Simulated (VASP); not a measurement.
Set up this calculation in VASP 6.6.1, as the native input.

| Quantity | Value |
| --- | --- |
| Task | single point |
| Functional | r2SCAN |
| Potentials or basis | VASP PAW PBE potentials, release 64 (O, H, C) |
| Cutoff | 520 eV |
| k mesh | 1 × 1 × 1 |
| Occupations | fermi-dirac, width 0.05 eV |
| Spin | no spin polarisation |
| Dipole correction | no |
| Further INCAR settings | LREAL = Auto; ALGO = Normal; EDIFF = 1e-06; NBANDS = 37 |

System: H8CO6.

```
O H C
1.0
     5.51127    0.00000    0.00000
     0.00000    5.51127    0.00000
     0.00000    0.00000    5.51127
O H C
6 8 1
Direct
  0.09593 0.74103 0.74925
  0.42019 0.53078 0.07835
  0.58544 0.00441 0.85238
  0.77280 0.40414 0.48815
  0.05518 0.97658 0.30755
  0.99249 0.26607 0.00615
  0.00543 0.62933 0.63782
  0.21569 0.81264 0.63659
  0.28870 0.58972 0.98017
  0.46294 0.38251 0.99967
  0.74975 0.96831 0.78726
  0.55229 0.86211 0.95116
  0.68469 0.31944 0.61412
  0.63797 0.46392 0.39047
  0.02206 0.11132 0.15153
```

These files were run (other wordings do the same):

POSCAR

```
H8CO6
1.0
    5.5112720000      0.0000000000      0.0000000000
    0.0000000000      5.5112720000      0.0000000000
    0.0000000000      0.0000000000      5.5112720000
O H C
6 8 1
Direct
    0.0959306672      0.7410267539      0.7492462720
    0.4201933782      0.5307849077      0.0783485192
    0.5854365381      1.0044142260      0.8523803579
    0.7727980038      0.4041353793      0.4881450235
    0.0551778246     -0.0234247194      0.3075515054
   -0.0075118775      0.2660728775      0.0061510301
    0.0054252448      0.6293284019      0.6378200894
    0.2156852356      0.8126436148      0.6365862545
    0.2886992331      0.5897186711     -0.0198320823
    0.4629421302      0.3825069784     -0.0003266034
    0.7497543217      0.9683064091      0.7872592752
    0.5522862962      0.8621058805      0.9511597323
    0.6846876728      0.3194362390      0.6141232006
    0.6379652465      0.4639219403      0.3904724717
    0.0220638720      0.1113173148      0.1515258184
```

INCAR.step1

```
PREC     = Accurate       # precision mode
ENCUT    = 520            # plane-wave cutoff, eV
ISMEAR   = -1             # smearing method
SIGMA    = 0.05           # smearing width, eV
LREAL    = Auto         
LASPH    = True           # aspherical terms in the spheres
NELM     = 60             # most SCF steps
NBANDS   = 37             # bands
GGA      = PE             # functional
ALGO     = Normal         # electronic algorithm
EDIFF    = 1E-4           # SCF threshold, eV
LWAVE    = True           # write WAVECAR
LCHARG   = False          # write CHGCAR
```

INCAR.step2

```
PREC     = Accurate       # precision mode
ENCUT    = 520            # plane-wave cutoff, eV
EDIFF    = 1E-6           # SCF threshold, eV
ISMEAR   = -1             # smearing method
SIGMA    = 0.05           # smearing width, eV
LREAL    = Auto         
LASPH    = True           # aspherical terms in the spheres
NELM     = 60             # most SCF steps
ALGO     = Normal         # electronic algorithm
ISIF     = 2              # what is computed and relaxed
LWAVE    = False          # write WAVECAR
LCHARG   = False          # write CHGCAR
METAGGA  = R2SCAN         # meta-GGA
LMIXTAU  = True         
NBANDS   = 37             # bands
ISTART   = 1
```

KPOINTS

```
Automatic mesh
0
Gamma
  1 1 1
```

Potentials or basis: VASP PAW PBE potentials, release 64 (O, H, C).

Command:

```bash
$ cat potpaw_PBE.64/O/POTCAR potpaw_PBE.64/H/POTCAR potpaw_PBE.64/C/POTCAR > POTCAR
$ cp INCAR.step1 INCAR
$ mpirun -np 1 vasp_gam > vasp.out
$ cp INCAR.step2 INCAR
$ mpirun -np 1 vasp_gam > vasp.out
```

It gave:

```yaml
Pressure: -0.9 GPa
Largest_force: 3.265 eV/Å
```

Caveat: the k points lie up to 1.14 Å⁻¹ apart, too coarse for converged energies, forces and pressures; the atoms stand as in a frame of molecular dynamics; the PAW data sets were made with another functional, which shifts forces and pressure a little.

Run time: 100 s on 1 thread of Intel Xeon 8259CL (shared host), peak memory 0.26 GiB.
